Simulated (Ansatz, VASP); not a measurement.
# One calculation of Pb, two programs

The input INCAR:

```
PREC     = Accurate       # precision mode
ENCUT    = 520            # plane-wave cutoff, eV
EDIFF    = 1E-7           # SCF threshold, eV
ISMEAR   = 0              # smearing method
SIGMA    = 0.15           # smearing width, eV
LREAL    = F              # projectors in reciprocal space
LASPH    = T              # aspherical terms in the spheres
NELM     = 60             # most SCF steps
ALGO     = Fast           # electronic algorithm
ISIF     = 2              # what is computed and relaxed
LWAVE    = F              # write WAVECAR
LCHARG   = F              # write CHGCAR
GGA      = PE             # functional
NBANDS   = 13             # bands
```

File KPOINTS:

```
Automatic mesh
0
Gamma
  16 16 16
```

Contents of POSCAR:

```
Pb
1.0
    0.0000000000      2.5315450000      2.4698000000
    2.5315450000      0.0000000000      2.4698000000
    2.5315450000      2.5315450000      0.0000000000
Pb
1
Direct
    0.0000000000      0.0000000000      0.0000000000
```

Input for Ansatz:

```yaml
crystal:
  lattice:
    - [0.0, 2.531545, 2.4698]
    - [2.531545, 0.0, 2.4698]
    - [2.531545, 2.531545, 0.0]
  atoms:
    - { symbol: Pb, position: [0.0, 0.0, 0.0] }
basis:
  ecutwfc: 420
kpoints:
  mp_grid: { grid: [16, 16, 16] }
hamiltonian:
  xc: pbe
scf:
  occupations: { method: gaussian, width: 0.15 }
output:
  forces: true
  stress: true
  eigenvalues: true
```

Change from the starting cell: strain +0.025 along x and y, +0.000 along z, atoms carried along.

Alike in both runs: task single point; functional PBE; k mesh 16 × 16 × 16; occupations gaussian, width 0.15 eV; no spin polarisation.

|  | VASP | Ansatz |
| --- | --- | --- |
| version | VASP 6.6.1 | Ansatz 0.2.0 |
| potentials or method | VASP PAW PBE potentials, release 64 (Pb_d), cutoff 520 eV | scalar-relativistic, plane waves, PAW |
| valence electrons in the cell | 14 | 14 |

```csv
,VASP,Ansatz,Ansatz less VASP
gap on the k mesh at the Fermi level (eV),none,none,-
pressure (GPa),0.3,0.3,+0.07
"traceless stress, the component that is largest in VASP (GPa)",0.30,0.30,+0.001
```

A gap of «none» marks a metal or a gap that the smearing closes.

Neither program's run includes spin-orbit coupling.
